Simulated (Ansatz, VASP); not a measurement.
Two plane-wave programs on BeAs

File POSCAR:

```
BeAs
1.0
    4.7583270000      0.0000000000      0.0000000000
    0.0000000000      4.7583270000      0.0000000000
    0.0000000000      0.0000000000      4.7583270000
As Be
4 4
Direct
    0.1500000000      0.1500000000      0.1500000000
    0.3500000000      0.8500000000      0.6500000000
    0.6500000000      0.3500000000      0.8500000000
    0.8500000000      0.6500000000      0.3500000000
    0.8440000000      0.8440000000      0.8440000000
    0.6560000000      0.1560000000      0.3440000000
    0.3440000000      0.6560000000      0.1560000000
    0.1560000000      0.3440000000      0.6560000000
```

Contents of INCAR.step1:

```
SYSTEM = BeAs
PREC = Accurate
ENCUT = 520
ISMEAR = 1
SIGMA = 0.0527
LREAL = .False.
LASPH = .True.
NELM = 60
NBANDS = 24
GGA = PE
ALGO = Normal
EDIFF = 1E-4
LWAVE = .True.
LCHARG = .False.
```

Contents of INCAR.step2:

```
SYSTEM = BeAs
PREC = Accurate
ENCUT = 520
EDIFF = 1E-6
ISMEAR = 1
SIGMA = 0.0527
LREAL = .False.
LASPH = .True.
NELM = 60
ALGO = Normal
ISIF = 2
LWAVE = .False.
LCHARG = .False.
METAGGA = R2SCAN
LMIXTAU = .True.
NBANDS = 24
ISTART = 1
```

KPOINTS

```
Automatic mesh
0
Gamma
  6 6 6
  0 0 0
```

Input for Ansatz:

```yaml
crystal:
  lattice:
    - [4.758327, 0.0, 0.0]
    - [0.0, 4.758327, 0.0]
    - [0.0, 0.0, 4.758327]
  atoms:
    - { symbol: As, position: [0.15, 0.15, 0.15] }
    - { symbol: As, position: [0.35, 0.85, 0.65] }
    - { symbol: As, position: [0.65, 0.35, 0.85] }
    - { symbol: As, position: [0.85, 0.65, 0.35] }
    - { symbol: Be, position: [0.844, 0.844, 0.844] }
    - { symbol: Be, position: [0.656, 0.156, 0.344] }
    - { symbol: Be, position: [0.344, 0.656, 0.156] }
    - { symbol: Be, position: [0.156, 0.344, 0.656] }
  symmetry: { tolerance: 0.0003 }
kpoints:
  mp_grid: { grid: [6, 6, 6], shift: [0, 0, 0] }
  band_path:
    path:
      - [0.0, 0.0, 0.0]
      - [0.0, 0.5, 0.0]
      - [0.5, 0.5, 0.0]
      - [0.0, 0.0, 0.0]
      - [0.5, 0.5, 0.5]
      - [0.0, 0.5, 0.0]
      - [0.5, 0.5, 0.5]
      - [0.5, 0.5, 0.0]
      - [0.5, 0.0, 0.0]
    npoints: 7
magnetization:
  spin_polarized: false
scf:
  occupations: { method: cold, width: 0.0527 }
  lower_state_search: "off"
  max_iter: 200
hamiltonian:
  pseudopotentials: { kind: paw }
  xc: r2scan
basis:
  ecutwfc: 500
  fft_grid_basis: typed
output:
  forces: true
  stress: true
  eigenvalues: true
  bader: true
  populations: true
  elf: true
  write_potential: true
  volumetric_format: npy
  dos:
    e_range: [-12, 8]
    de: 0.05
    projected: { site_lists: { As: [As], Be: [Be] } }
checkpoint:
  read: saved_state
```

Alike in both runs: task single point; functional r2SCAN; k mesh 6 × 6 × 6; no spin polarisation.

|  | VASP | Ansatz |
| --- | --- | --- |
| version | VASP 6.6.1 | Ansatz 0.2.0 |
| potentials or method | VASP PAW PBE potentials, release 64 (As, Be), cutoff 520 eV | PAW plane waves |
| occupations | methfessel-paxton of order 1, width 0.0527 eV | cold, width 0.0527 eV |
| valence electrons in the cell | 28 | 68 |

```tsv
	VASP	Ansatz	Ansatz less VASP
pressure (GPa)	4.2	4.1	-0.09
rms of the force components (eV/Å)	0.378	0.379	+0.0006
```

VASP's potentials were made for PBE, not for r2SCAN. Atom by atom the forces differ by 0.001 eV/Å (rms over components). VASP's potentials hold 28 valence electrons a cell and Ansatz's 68, so a difference there can come from the potentials and not from the codes.
